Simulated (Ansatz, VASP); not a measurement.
## GaP: VASP beside Ansatz

Contents of INCAR:

```
SYSTEM = GaP
  ALGO = Normal
  EDIFF = 1E-6
  ENCUT = 520
  GGA = PE
  ISIF = 2
  ISMEAR = 0
  LASPH = .TRUE.
  LCHARG = .FALSE.
  LREAL = .FALSE.
  LWAVE = .FALSE.
  NBANDS = 26
  NELM = 60
  PREC = Accurate
  SIGMA = 0.05
```

KPOINTS

```
k-points
0
G
  9 9 9
  0 0 0
```

POSCAR

```
GaP
1.0
    2.0137736784      1.1626527753      6.9453711653
   -2.0137736784      1.1626527753      6.9453711653
    0.0000000000     -2.3253055507      6.9453711653
Ga P
2 2
Direct
    0.4355841032      0.4355841032      0.4355841032
    0.5644158968      0.5644158968      0.5644158968
    0.0575077006      0.0575077006      0.0575077006
    0.9424922994      0.9424922994      0.9424922994
```

Input for Ansatz:

```yaml
crystal:
  lattice:
    - [2.0137736784, 1.1626527753, 6.9453711653]
    - [-2.0137736784, 1.1626527753, 6.9453711653]
    - [0.0, -2.3253055507, 6.9453711653]
  atoms:
    - { symbol: Ga, position: [0.4355841032, 0.4355841032, 0.4355841032] }
    - { symbol: Ga, position: [0.5644158968, 0.5644158968, 0.5644158968] }
    - { symbol: P, position: [0.0575077006, 0.0575077006, 0.0575077006] }
    - { symbol: P, position: [0.9424922994, 0.9424922994, 0.9424922994] }
basis:
  ecutwfc: 420
kpoints:
  mp_grid: { grid: [9, 9, 9] }
hamiltonian:
  xc: pbe
  pseudopotentials: { kind: paw, azcp: { folder: soft_1 } }
scf:
  occupations: { method: gaussian, width: 0.05 }
output:
  forces: true
  stress: true
  eigenvalues: true
```

Alike in both runs: task single point; functional PBE; k mesh 9 × 9 × 9; occupations gaussian, width 0.05 eV; no spin polarisation.

```csv
,VASP,Ansatz
version,VASP 6.6.1,Ansatz 0.2.0
potentials or method,"VASP PAW PBE potentials, release 64 (Ga_d, P), cutoff 520 eV","scalar-relativistic, plane waves, PAW"
valence electrons in the cell,36,36
```

|  | VASP | Ansatz | Ansatz less VASP |
| --- | --- | --- | --- |
| gap on the k mesh at the Fermi level (eV) | 0.08 | 0.09 | +0.002 |
| least direct gap on the mesh (eV) | 0.08 | 0.09 | +0.002 |
| pressure (GPa) | -7.6 | -7.6 | +0.01 |
| traceless stress, the component that is largest in VASP (GPa) | -3.91 | -3.87 | +0.047 |
| rms of the force components (eV/Å) | 0.190 | 0.180 | -0.0100 |

Atom by atom the forces differ by 0.011 eV/Å (rms over components).
